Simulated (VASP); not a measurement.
A run of VASP 6.6.1 is set up as follows.

Contents of INCAR:

```
PREC = Accurate
ENCUT = 520
EDIFF = 1E-6
ISMEAR = -1
SIGMA = 0.05
LREAL = F
LASPH = T
NELM = 100
ALGO = Normal
ISIF = 2
LWAVE = F
LCHARG = F
GGA = PE
IVDW = 13
NBANDS = 16
```

The input KPOINTS:

```
regular mesh
0
Gamma
  8 8 8
```

File POSCAR:

```
InP
1.0
    0.0000000000      2.7333268105      2.7333268105
    2.7333268105      0.0000000000      2.7333268105
    2.7333268105      2.7333268105      0.0000000000
In P
1 1
Direct
    0.0000000000      0.0000000000      0.0000000000
    0.5000000000      0.5000000000      0.5000000000
```

Potentials or basis: VASP PAW PBE potentials, release 64 (In_d, P).

Launch:

```bash
$ cat potpaw_PBE.64/In_d/POTCAR potpaw_PBE.64/P/POTCAR > POTCAR
$ mpirun -np 1 vasp_std > vasp.out
```

What does it give for the dispersion energy per atom?

-0.412 eV.

What does it give for the pressure?

-0.1 GPa.

Estimate the band gap on the k mesh.

zero (band 9 reaches 7.84 eV, above the bottom of band 10 at 5.07 eV).

Caveat: spin-orbit coupling is left out, which moves the levels of the heavy elements; pairwise dispersion overbinds metals, which lowers pressure and volume.
